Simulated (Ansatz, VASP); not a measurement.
## TaN: VASP beside Ansatz

Contents of INCAR:

```
  PREC = Accurate
  ENCUT = 600
  EDIFF = 1E-6
  ISMEAR = -1
  SIGMA = 0.15
  LREAL = F
  LASPH = T
  NELM = 60
  ALGO = Normal
  ISIF = 3
  LWAVE = F
  LCHARG = F
  GGA = PS
  IBRION = 2
  NSW = 80
  EDIFFG = -0.001
```

Contents of KPOINTS:

```
Automatic mesh
0
Gamma
  18 18 14
```

The input POSCAR:

```
TaN
1.0
    2.9239890448      0.0000000000      0.0000000000
   -1.4619945224      2.5322487932      0.0000000000
    0.0000000000      0.0000000000      2.8707276426
Ta N
1 1
Direct
    0.3333333333      0.6666666667      0.5000000000
    0.0000000000      0.0000000000      0.0000000000
```

Input for Ansatz:

```yaml
crystal:
  lattice:
    - [2.9239890448, 0.0, 0.0]
    - [-1.4619945224, 2.5322487932, 0.0]
    - [0.0, 0.0, 2.8707276426]
  atoms:
    - { symbol: Ta, position: [0.3333333333, 0.6666666667, 0.5] }
    - { symbol: "N", position: [0.0, 0.0, 0.0] }
basis:
  ecutwfc: 420
kpoints:
  mp_grid: { grid: [18, 18, 14] }
hamiltonian:
  xc: pbesol
scf:
  occupations: { method: fermi_dirac, width: 0.15 }
output:
  forces: true
  stress: true
  eigenvalues: true
  write_density: true
  write_potential: true
  elf: true
  volumetric_format: npy
relax:
  adjacent_minimum: "off"
  f_tol: 0.001
  max_steps: 60
  cell: { stress_tol: 0.01 }
```

Alike in both runs: task relaxation of cell and atoms; functional PBEsol; k mesh 18 × 18 × 14; occupations fermi-dirac, width 0.15 eV; no spin polarisation.

|  | VASP | Ansatz |
| --- | --- | --- |
| version | VASP 6.6.1 | Ansatz 0.2.0 |
| potentials or method | VASP PAW PBE potentials, release 64 (Ta_pv, N), cutoff 600 eV | scalar-relativistic, plane waves, PAW |
| valence electrons in the cell | 16 | 18 |

Ansatz gave:

```
gap on the k mesh at the Fermi level, each at its own relaxed structure (eV) : none
relaxed volume (Å³/atom)                                                     : 10.63
relaxed length of the cell vector where the two differ most in proportion (Å)              : 2.870
```

**Question.** What did VASP give for the same quantities?

**Answer.** gap on the k mesh at the Fermi level, each at its own relaxed structure (eV): none; relaxed volume (Å³/atom): 10.65; relaxed length of the cell vector where the two differ most in proportion (Å): 2.872.

VASP's potentials were made for PBE, not for PBEsol. A gap of «none» marks a metal or a gap that the smearing closes. VASP's potentials hold 16 valence electrons a cell and Ansatz's 18, so a difference there can come from the potentials and not from the codes.

Neither program's run includes spin-orbit coupling.
